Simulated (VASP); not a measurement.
Wanted: the native input for a VASP 6.6.1 run.

| Quantity | Value |
| --- | --- |
| Task | single point |
| Functional | PBE |
| Potentials or basis | VASP PAW PBE potentials, release 64 (V_sv) |
| Cutoff | 520 eV |
| k mesh | 17 × 17 × 17 |
| Occupations | fermi-dirac, width 0.05 eV |
| Spin | no spin polarisation |
| Dipole correction | no |
| Further INCAR settings | ALGO = Normal; EDIFF = 1e-07; NBANDS = 20 |

The structure of V lies in POSCAR:

```
V
1.0
   -2.2579993125      2.2579993125      1.2627695484
    2.2579993125     -2.2579993125      1.2627695484
    2.2579993125      2.2579993125     -1.2627695484
V
2
Direct
   -0.3750000000     -0.1250000000     -0.2500000000
    0.3750000000      0.1250000000      0.2500000000
```

This cell differs from its parent crystal: volume scaled by 0.92.

The input as run:

INCAR

```
ALGO = Normal
EDIFF = 1E-7
ENCUT = 520
GGA = PE
ISIF = 2
ISMEAR = -1
LASPH = True
LCHARG = False
LREAL = False
LWAVE = False
NBANDS = 20
NELM = 80
PREC = Accurate
SIGMA = 0.05
```

KPOINTS

```
k-points
0
Gamma
  17 17 17
```

Potentials or basis: VASP PAW PBE potentials, release 64 (V_sv).

The run is started by

```console
$ cat potpaw_PBE.64/V_sv/POTCAR > POTCAR
$ mpirun -np 1 vasp_std > vasp.out
```

Results of the run:

```
Pressure               : 15.6 GPa
Band gap on the k mesh : zero (band 13 reaches 11.10 eV, above the bottom of band 14 at 10.18 eV)
```

It took 7.4 min on 1 thread of AMD EPYC 7R13, with other jobs on the host, peak memory 0.26 GiB.
